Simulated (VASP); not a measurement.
# MnCl3 (Fm-3m) in VASP: further runs

The runs below take MnCl3 through single point, relaxation of cell and atoms, with PBE.

Program: VASP 6.6.1. These are calculated values, not measurements. Logs are shortened: lines on timing, memory, paths and dates and some standing lists are left out, and cuts for length are marked.

**1. The cell of the first run**

It takes space group Fm-3m (No. 225, cubic). The conventional cell has a = 6.819 Å, b = 6.819 Å, c = 6.819 Å, α = 90.00°, β = 90.00°, γ = 90.00°. Mn (site symmetry m-3m) has 14 Cl at 2.95 to 3.41 Å within 3.9 Å. Cl (site symmetry -43m) has 4 Mn at 2.95 Å and 10 Cl at 2.95 to 3.41 Å within 3.9 Å. Within 3.9 Å of Cl (site symmetry m-3m) lie 8 Cl at 2.95 Å and 6 Mn at 3.41 Å.

**2. Single point, PBE, collinear spin, ferromagnetic start**

INCAR reads:

```
SYSTEM = MnCl3
PREC     = Accurate       ! precision mode
ENCUT    = 520            ! plane-wave cutoff, eV
EDIFF    = 1E-7           ! SCF threshold, eV
ISMEAR   = 0              ! smearing method
SIGMA    = 0.1            ! smearing width, eV
LREAL    = .False.        ! projectors in reciprocal space
LASPH    = .True.         ! aspherical terms in the spheres
NELM     = 150            ! most SCF steps
ALGO     = Normal         ! electronic algorithm
ISIF     = 2              ! what is computed and relaxed
LWAVE    = .False.        ! write WAVECAR
LCHARG   = .False.        ! write CHGCAR
ISPIN    = 2              ! spin polarisation
MAGMOM   = 4 0 0 0        ! initial moments
LORBIT   = 11             ! projections on sites
LMAXMIX  = 4              ! l up to which the mixer works
GGA      = PE             ! functional
NBANDS   = 29             ! bands
```

KPOINTS reads:

```
Automatic mesh
0
Gamma
  4 4 4
  0 0 0
```

POSCAR reads:

```
MnCl3
1.0
    0.0000000000      3.4093051625      3.4093051625
    3.4093051625      0.0000000000      3.4093051625
    3.4093051625      3.4093051625      0.0000000000
Mn Cl
1 3
Direct
    0.0000000000      0.0000000000      0.0000000000
    0.2500000000      0.2500000000      0.2500000000
    0.7500000000      0.7500000000      0.7500000000
    0.5000000000      0.5000000000      0.5000000000
```

Potentials or basis: VASP PAW PBE potentials, release 64 (Mn_pv, Cl).

Launch:

```
$ cat potpaw_PBE.64/Mn_pv/POTCAR potpaw_PBE.64/Cl/POTCAR > POTCAR
$ mpirun -np 1 vasp_std > vasp.out
```

OUTCAR:

```text
SYSTEM = MnCl3
   PREC = Accurate
   ENCUT = 520
   EDIFF = 1E-7
   ISMEAR = 0
   LREAL = .False.
   LASPH = .True.
   NELM = 150
   ISIF = 2
   ISPIN = 2
   LORBIT = 11
   GGA = PE

 ion  position               nearest neighbor table
   1  0.000  0.000  0.000-
   2  0.250  0.250  0.250-
   3  0.750  0.750  0.750-
   4  0.500  0.500  0.500-

  LATTYP: Found a face centered cubic cell.
 ALAT       =     6.8186103250

  Lattice vectors:

 A1 = (   0.0000000000,   3.4093051625,   3.4093051625)
 A2 = (   3.4093051625,   0.0000000000,   3.4093051625)
 A3 = (   3.4093051625,   3.4093051625,   0.0000000000)

Analysis of symmetry for initial positions (statically):
=====================================================================
 Subroutine PRICEL returns:
 Original cell was already a primitive cell.

 Routine SETGRP: Setting up the symmetry group for a
 face centered cubic supercell.

 Subroutine GETGRP returns: Found 48 space group operations
 (whereof 48 operations were pure point group operations)
 out of a pool of 48 trial point group operations.

The static configuration has the point symmetry O_h .

Analysis of symmetry for dynamics (positions and initial velocities):
=====================================================================
 Subroutine PRICEL returns:
 Original cell was already a primitive cell.

 Routine SETGRP: Setting up the symmetry group for a
 face centered cubic supercell.

 Subroutine GETGRP returns: Found 48 space group operations
 (whereof 48 operations were pure point group operations)
 out of a pool of 48 trial point group operations.

The dynamic configuration has the point symmetry O_h .

Analysis of structural, dynamic, and magnetic symmetry:
=====================================================================
 Subroutine PRICEL returns:
 Original cell was already a primitive cell.

 Routine SETGRP: Setting up the symmetry group for a
 face centered cubic supercell.

 Subroutine GETGRP returns: Found 48 space group operations
 (whereof 48 operations were pure point group operations)
 out of a pool of 48 trial point group operations.

The overall configuration has the point symmetry O_h .

 Subroutine INISYM returns: Found 48 space group operations
 (whereof 48 operations are pure point group operations),
 and found     1 'primitive' translations

----------------------------------------------------------------------------------------

                                     Primitive cell

  volume of cell :      79.2552

  direct lattice vectors                    reciprocal lattice vectors
     0.000000000  3.409305162  3.409305162    -0.146657450  0.146657450  0.146657450
     3.409305162  0.000000000  3.409305162     0.146657450 -0.146657450  0.146657450
     3.409305162  3.409305162  0.000000000     0.146657450  0.146657450 -0.146657450

  length of vectors
     4.821485599  4.821485599  4.821485599     0.254018154  0.254018154  0.254018154

  position of ions in fractional coordinates (direct lattice)
     0.000000000  0.000000000  0.000000000
     0.250000000  0.250000000  0.250000000
     0.750000000  0.750000000  0.750000000
     0.500000000  0.500000000  0.500000000

  ion indices of the primitive-cell ions
   primitive index   ion index
                 1           1
                 2           2
                 3           3
                 4           4

----------------------------------------------------------------------------------------

 KPOINTS: Automatic mesh

Automatic generation of k-mesh.
 Grid dimensions read from file:
 generate k-points for:    4    4    4

 Generating k-lattice:

  Cartesian coordinates                     Fractional coordinates (reciprocal lattice)
    -0.036664362  0.036664362  0.036664362     0.250000000  0.000000000  0.000000000
     0.036664362 -0.036664362  0.036664362     0.000000000  0.250000000  0.000000000
     0.036664362  0.036664362 -0.036664362     0.000000000  0.000000000  0.250000000

  Length of vectors
     0.063504538  0.063504538  0.063504538

  Shift w.r.t. Gamma in fractional coordinates (k-lattice)
     0.000000000  0.000000000  0.000000000

 Subroutine IBZKPT returns following result:
 ===========================================

 Found      8 irreducible k-points:

 Following reciprocal coordinates:
            Coordinates               Weight
  0.000000  0.000000  0.000000      1.000000
  0.250000  0.000000  0.000000      8.000000
  0.500000  0.000000  0.000000      4.000000
  0.250000  0.250000  0.000000      6.000000
  0.500000  0.250000  0.000000     24.000000
 -0.250000  0.250000  0.000000     12.000000
  0.500000  0.500000  0.000000      3.000000
 -0.250000  0.500000  0.250000      6.000000
   k-points           NKPTS =      8   k-points in BZ     NKDIM =      8   number of bands    NBANDS=     29
   number of dos      NEDOS =    301   number of ions     NIONS =      4
   total plane-waves  NPLWV =  46656
[... 20 lines left out ...]
   NFREE  =      0    steps in history (QN), initial steepest desc. (CG)
   ISIF   =      2    stress and relaxation
   ISYM   =      2    0-nonsym 1-usesym 2-fastsym
   POTIM  = 0.5000    time-step for ionic-motion
   TEBEG  =    0.0;   TEEND  =   0.0 temperature during run
   PSTRESS=    0.0 pullay stress
   NELECT =      34.0000    total number of electrons
   NUPDOWN=      -1.0000    fix difference up-down
   EMIN   =  10.00;   EMAX   =-10.00  energy-range for DOS
   EFERMI =   0.00;   METHOD = LEGACY
   ISMEAR =     0;   SIGMA  =   0.10  broadening in eV -4-tet -1-fermi 0-gaus
   EFERMI_NEDOS =   21; number of points for ismear=-14 and -15
   IALGO  =     38    algorithm
   IMIX   =      4    mixing-type and parameters
     AMIX     =   0.40;   BMIX     =  1.00
     AMIX_MAG =   1.60;   BMIX_MAG =  1.00
  volume/ion in A,a.u.               =      19.81       133.71
  Fermi-wavevector in a.u.,A,eV,Ry     =   1.234692  2.333229 20.741593  1.524464
  Thomas-Fermi vector in A             =   2.369372
   LORBIT       =     11    0 simple, 1 ext, 2 COOP (PROOUT), +10 PAW based schemes
   GGA     = PE    functional components
   LHFCALC =     F    Hartree Fock is set to
   AEXX    =    0.0000 exact exchange contribution
   IVDW    =     0    specifies the selected vdW correction
   LEPSILON=     F    determine dielectric tensor
   LRPA    =     F    only Hartree local field effects (RPA)
 spin polarized calculation
 Gauss-broadening in eV      SIGMA  =   0.10
  energy-cutoff  :      520.00
  volume of cell :       79.26
 maximum number of plane-waves:      2148
   NGX = 17   NGY = 17   NGZ = 17

 number of electron      33.9999998 magnetization       3.9998985

 Free energy of the ion-electron system (eV)
  ---------------------------------------------------
  ext. energy  EPLUGINS =         0.00000000
  ---------------------------------------------------
  free energy    TOTEN  =       -14.63017081 eV

  energy without entropy =      -14.62092211  energy(sigma->0) =      -14.62554646

 E-fermi :   3.5261     XC(G=0):  -9.9574

 val. band max:        3.4589293259   @ k =  -0.2500   0.5000   0.2500
 cond. band min:       3.6223515965   @ k =   0.5000   0.5000   0.0000
 fundamental gap:      0.1634222705
 Fermi energy:         3.5261412325

 spin component 1

 k-point     1 :       0.0000    0.0000    0.0000
  band No.  band energies     occupation
      1     -47.0529      1.00000
      2     -47.0529      1.00000
      3     -47.0529      1.00000
      4     -11.8763      1.00000
      5     -10.0877      1.00000
      6      -9.0513      1.00000
[... 223 lines left out ...]
      6     -10.0647      1.00000
[... 21 lines left out ...]
     28      15.4438      0.00000
     29      16.4894      0.00000
 Fermi energy:         3.5261412325

 spin component 2

 k-point     1 :       0.0000    0.0000    0.0000
  band No.  band energies     occupation
      1     -42.2245      1.00000
      2     -42.2245      1.00000
      3     -42.2245      1.00000
      4     -12.0891      1.00000
      5     -10.2435      1.00000
      6      -9.4454      1.00000
[... 245 lines left out ...]
     28      15.6030      0.00000
     29      16.5649      0.00000

------------------------ aborting loop because EDIFF is reached ----------------------------------------

  FORCE on cell =-STRESS in cart. coord.  units (eV):
  Direction    XX          YY          ZZ          XY          YZ          ZX
  --------------------------------------------------------------------------------------
  -------------------------------------------------------------------------------------
  Total       -0.0546240     -0.0546240     -0.0546240     -0.0000000      0.0000000     -0.0000000
  in kB       -1.1042484     -1.1042484     -1.1042484     -0.0000000      0.0000000     -0.0000000
  external PRESSURE =      -1.1042484 kB  Pullay stress =       0.0000000 kB

 VOLUME and BASIS-vectors are now :
 -----------------------------------------------------------------------------
  energy-cutoff  :      520.00
  volume of cell :       79.26
      direct lattice vectors                 reciprocal lattice vectors
     0.000000000  3.409305162  3.409305162    -0.146657450  0.146657450  0.146657450
     3.409305162  0.000000000  3.409305162     0.146657450 -0.146657450  0.146657450
     3.409305162  3.409305162  0.000000000     0.146657450  0.146657450 -0.146657450

 POSITION                                       TOTAL-FORCE (eV/Angst)
 -----------------------------------------------------------------------------------
      0.00000      0.00000      0.00000         0.000000      0.000000      0.000000
      1.70465      1.70465      1.70465         0.000000      0.000000      0.000000
      5.11396      5.11396      5.11396        -0.000000     -0.000000     -0.000000
      3.40931      3.40931      3.40931         0.000000      0.000000      0.000000
 -----------------------------------------------------------------------------------
    total drift:                               -0.000000      0.000000      0.000000

  FREE ENERGIE OF THE ION-ELECTRON SYSTEM (eV)
  ---------------------------------------------------
  free  energy   TOTEN  =       -14.6301708131 eV

  energy  without entropy=      -14.6209221086  energy(sigma->0) =      -14.62554646

 total charge

# of ion       s       p       d       tot
------------------------------------------
    1        0.140   6.061   4.840  11.042
    2        1.620   3.424   0.000   5.044
    3        1.620   3.424   0.000   5.044
    4        1.631   3.401   0.000   5.031
--------------------------------------------------
tot          5.011  16.310   4.840  26.161

 magnetization (x)

# of ion       s       p       d       tot
------------------------------------------
    1        0.037   0.016   4.425   4.477
    2        0.002  -0.118   0.000  -0.117
    3        0.002  -0.118   0.000  -0.117
    4       -0.007  -0.366   0.000  -0.372
--------------------------------------------------
tot          0.033  -0.586   4.425   3.872
```

Wall time 60 s (1 thread of Oxide Virtual Turin-like, shared host); peak memory 0.2 GiB.

Results:

```
Free energy                                           : -14.6302 eV
Pressure                                              : -0.1 GPa
Band gap on the k mesh                                : zero (filled and empty bands overlap)
Net moment                                            : 4.00 μB per cell
Site moments                                          : Mn +4.48; Cl -0.12, -0.37 μB
Valence electrons inside the program's atomic spheres : Mn 11.04; Cl 5.04, 5.03
```

Caveat: the k points lie up to 0.40 Å⁻¹ apart; a cell with one magnetic atom can't hold antiferromagnetic order, which such compounds often take; semilocal functionals often make such compounds metallic where correlation or magnetic order opens a gap, which also shifts bond lengths.

**3. Single point, PBE, collinear spin, ferromagnetic start**

This run uses another cell than the first one, of 33.03 Å³/atom, 1.667 times its volume.

Changes to INCAR since step 2:

```diff
@@ -6,4 +6,4 @@
 SIGMA    = 0.1            ! smearing width, eV
-LREAL    = .False.        ! projectors in reciprocal space
-LASPH    = .True.         ! aspherical terms in the spheres
+LREAL    = .FALSE.        ! projectors in reciprocal space
+LASPH    = .TRUE.         ! aspherical terms in the spheres
 NELM     = 150            ! most SCF steps
@@ -11,4 +11,4 @@
 ISIF     = 2              ! what is computed and relaxed
-LWAVE    = .False.        ! write WAVECAR
-LCHARG   = .False.        ! write CHGCAR
+LWAVE    = .FALSE.        ! write WAVECAR
+LCHARG   = .FALSE.        ! write CHGCAR
 ISPIN    = 2              ! spin polarisation
```

KPOINTS reads:

```
Automatic mesh
0
G
  4 4 4
  0 0 0
```

POSCAR reads:

```
MnCl3
1.0
    0.0000000000      4.0426333600      4.0426333600
    4.0426333600      0.0000000000      4.0426333600
    4.0426333600      4.0426333600      0.0000000000
Mn Cl
1 3
Direct
    0.0000000000      0.0000000000      0.0000000000
    0.2500000000      0.2500000000      0.2500000000
    0.7500000000      0.7500000000      0.7500000000
    0.5000000000      0.5000000000      0.5000000000
```

Potentials or basis: VASP PAW PBE potentials, release 64 (Mn_pv, Cl).

Launch:

```
$ cat potpaw_PBE.64/Mn_pv/POTCAR potpaw_PBE.64/Cl/POTCAR > POTCAR
$ mpirun -np 1 vasp_std > vasp.out
```

Run time: 2.7 min. Hardware: 1 thread of Oxide Virtual Turin-like, shared host; peak memory 0.38 GiB.

The run converged. Its results:

```
Free energy                                           : -12.8164 eV
Pressure                                              : -6.7 GPa
Band gap on the k mesh                                : zero (filled and empty bands overlap)
Net moment                                            : 4.00 μB per cell
Site moments                                          : Mn +4.63; Cl -0.14, -0.47 μB
Valence electrons inside the program's atomic spheres : Mn 10.95; Cl 5.00, 4.97
```

Levels at points of the mesh, in eV from the Fermi level:
Spin up:
```tsv
k point	band 15	band 16	band 17	band 18	band 19	band 20	band 21	band 22	band 23	band 24
(0.00, 0.00, 0.00)	-1.15	-1.15	-1.15	-0.22	-0.22	-0.22	0.21	5.69	5.69	5.69
(0.50, 0.00, 0.00)	-1.14	-1.14	-1.09	-0.07	0.05	0.05	1.47	5.39	5.64	5.64
(0.50, 0.50, 0.00)	-0.70	-0.54	-0.54	-0.48	0.09	0.09	1.46	5.18	6.34	6.35
```
Spin down:
| k point | band 11 | band 12 | band 13 | band 14 | band 15 | band 16 | band 17 | band 18 | band 19 | band 20 |
| --- | --- | --- | --- | --- | --- | --- | --- | --- | --- | --- |
| (0.00, 0.00, 0.00) | -1.53 | -1.53 | -0.53 | -0.53 | -0.53 | 0.90 | 0.90 | 1.03 | 1.03 | 1.03 |
| (0.50, 0.00, 0.00) | -1.27 | -1.23 | -0.51 | -0.48 | -0.48 | 0.85 | 0.96 | 0.96 | 1.02 | 1.02 |
| (0.50, 0.50, 0.00) | -0.85 | -0.85 | -0.66 | -0.37 | -0.37 | 0.83 | 0.93 | 0.93 | 0.95 | 0.95 |

Caveat: a cell with one magnetic atom can't hold antiferromagnetic order, which such compounds often take; semilocal functionals often make such compounds metallic where correlation or magnetic order opens a gap, which also shifts bond lengths. With open d or f shells a metallic result of PBE can be an artefact of self-interaction; +U or a hybrid may open a gap.

**4. Relaxation of cell and atoms, PBE, collinear spin, ferromagnetic start**

This run uses another cell than the first one, of 33.03 Å³/atom, 1.667 times its volume.

INCAR reads:

```
  ALGO = Normal
  EDIFF = 1E-7
  EDIFFG = -0.04
  ENCUT = 600
  GGA = PE
  IBRION = 2
  ISIF = 3
  ISMEAR = 0
  ISPIN = 2
  LASPH = T
  LCHARG = F
  LMAXMIX = 4
  LORBIT = 11
  LREAL = F
  LWAVE = F
  MAGMOM = 4 0 0 0
  NELM = 150
  NSW = 90
  PREC = Accurate
  SIGMA = 0.1
```

KPOINTS reads:

```
k-points
0
Gamma
  4 4 4
```

POSCAR is that of step 3.

Launch:

```
$ cat potpaw_PBE.64/Mn_pv/POTCAR potpaw_PBE.64/Cl/POTCAR > POTCAR
$ mpirun -np 1 vasp_std > vasp.out
```

Wall time 14 min (1 thread of Oxide Virtual Turin-like, shared host); peak memory 0.4 GiB.

Results (log left out):

| Item | Value |
| --- | --- |
| Free energy | -14.6360 eV |
| Relaxed volume | 19.82 Å³/atom |
| Relaxed cell | a = 4.822 Å, b = 4.822 Å, c = 4.822 Å, α = 60.00°, β = 60.00°, γ = 60.00° |
| Space group after relaxing (to 0.05 Å) | Fm-3m (No. 225) |
| Energy gained by relaxing | 454.8 meV/atom |
| Ionic steps | 7 |
| Pressure after relaxing | 0.0 GPa |
| Band gap on the k mesh | zero (filled and empty bands overlap) |
| Net moment | -4.00 μB per cell |
| Site moments | Mn -4.48; Cl +0.12, +0.37 μB |
| Valence electrons inside the program's atomic spheres | Mn 11.04; Cl 5.04, 5.03 |

Step by step:
| step | energy change (eV) | largest force (eV/Å) | pressure (GPa) | volume (Å³) |
| --- | --- | --- | --- | --- |
| 1 | 0.0000 | 0.0000 | -6.69 | 132.14 |
| 2 | -1.0468 | 0.0000 | -6.57 | 107.47 |
| 3 | 0.7916 | 0.0000 | 45.04 | 52.20 |
| 4 | -1.5980 | 0.0000 | -4.68 | 92.32 |
| 5 | -1.7763 | 0.0000 | 3.05 | 74.44 |
| 6 | -1.8171 | 0.0000 | -0.59 | 80.31 |
| 7 | -1.8191 | 0.0000 | -0.05 | 79.28 |

Final structure:
```xyz
4
Lattice="0.0000 3.4096 3.4096 3.4096 0.0000 3.4096 3.4096 3.4096 0.0000" Properties=species:S:1:pos:R:3 pbc="T T T"
Mn    0.0000    0.0000    0.0000
Cl    1.7048    1.7048    1.7048
Cl    5.1144    5.1144    5.1144
Cl    3.4096    3.4096    3.4096
```

Levels at points of the mesh, in eV from the Fermi level:
Spin up:
| k point | band 12 | band 13 | band 14 | band 15 | band 16 | band 17 | band 18 | band 19 |
| --- | --- | --- | --- | --- | --- | --- | --- | --- |
| (0.00, 0.00, 0.00) | -2.98 | -0.92 | -0.92 | -0.92 | 1.48 | 1.48 | 2.17 | 2.17 |
| (0.50, 0.00, 0.00) | -2.31 | -0.72 | -0.72 | -0.50 | 1.69 | 1.89 | 1.89 | 2.16 |
| (0.50, 0.50, 0.00) | -1.65 | -1.14 | -0.27 | -0.27 | 1.62 | 1.63 | 1.68 | 1.89 |
Spin down:
```
           k point  band 15  band 16  band 17  band 18  band 19  band 20  band 21  band 22  band 23
(0.00, 0.00, 0.00)    -1.50    -1.50    -1.50    -0.76    -0.76    -0.76     1.69     7.19     7.19
(0.50, 0.00, 0.00)    -2.21    -2.02    -2.02    -0.11     0.19     0.19     3.40     6.45     6.45
(0.50, 0.50, 0.00)    -1.55    -0.99    -0.86    -0.86     0.10     0.10     3.00     7.07     8.52
```

Caveat: the volume moved by over 15 % at a fixed basis, so the end points are rough; a cell with one magnetic atom can't hold antiferromagnetic order, which such compounds often take; semilocal functionals often make such compounds metallic where correlation or magnetic order opens a gap, which also shifts bond lengths. With open d or f shells a metallic result of PBE can be an artefact of self-interaction; +U or a hybrid may open a gap.

**5. Overview**

| task | cell | cutoff (eV) | gap on the mesh (eV) | pressure (GPa) | moment (μB) |
| --- | --- | --- | --- | --- | --- |
| single point | a = 4.821 Å, angles 60.0°, 4 atoms | 520 | none | -0.1 | 4.00 |
| single point | a = 5.717 Å, angles 60.0°, 4 atoms | 520 | none | -6.7 | 4.00 |
| relaxation of cell and atoms | relaxed from a = 5.717 Å, angles 60.0°, 4 atoms | 600 | none | 0.0 | 4.00 |

Alike in all rows: level PBE; potentials or basis VASP PAW PBE potentials, release 64 (Mn_pv, Cl); spin collinear, ferromagnetic start; k mesh 4 × 4 × 4; smearing gaussian 0.1 eV.

Caveats: some runs use coarse meshes; a cell with one magnetic atom can't hold antiferromagnetic order, which such compounds often take; semilocal functionals often make such compounds metallic where correlation or magnetic order opens a gap, which also shifts bond lengths; the volume moved by over 15 % at a fixed basis, so the end points are rough (some runs).

Absolute energies hang on the potentials; compare differences alone.
